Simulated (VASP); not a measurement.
## LaAl2Cl: single point with PBE

LaAl2Cl:

```
La Al Cl
1.0
     4.84519    0.00000    0.00000
    -2.42259    4.19606    0.00000
     0.00000    0.00000    5.37983
La Al Cl
1 2 1
Direct
  0.00000 0.00000 0.00000
  0.33333 0.66667 0.50000
  0.66667 0.33333 0.50000
  0.00000 0.00000 0.50000
```

| Quantity | Value |
| --- | --- |
| Program | VASP 6.6.1 |
| Task | single point |
| Functional | PBE |
| Potentials or basis | VASP PAW PBE potentials, release 64 (La, Al, Cl) |
| Cutoff | 520 eV |
| k mesh | 12 × 12 × 10 |
| Occupations | gaussian, width 0.1 eV |
| Spin | no spin polarisation |
| Dipole correction | no |
| k mesh for the DOS | 18 × 18 × 15 |
| Occupations for the DOS | tetrahedron |
| Further INCAR settings | ALGO = Normal; EDIFF = 1e-07 |

```
Valence electrons inside the program's atomic spheres : La 8.44; Al 0.76; Cl 5.13
```

Levels at points of the mesh, in eV from the Fermi level:
| k point | band 10 | band 11 | band 12 | band 13 | band 14 | band 15 |
| --- | --- | --- | --- | --- | --- | --- |
| (0.00, 0.00, 0.00) | -1.23 | -1.23 | -0.51 | 0.08 | 0.17 | 1.01 |
| (0.50, 0.00, 0.00) | -1.97 | -1.53 | 0.53 | 0.74 | 0.88 | 1.01 |

It took 8.5 min on 1 thread of Intel(R) Xeon(R) Platinum 8259CL CPU @ 2.50GHz (Skylake/Cascade Lake) (shared host), peak memory 0.76 GiB.

Caveat: spin-orbit coupling is left out, which moves the levels of the heavy elements.
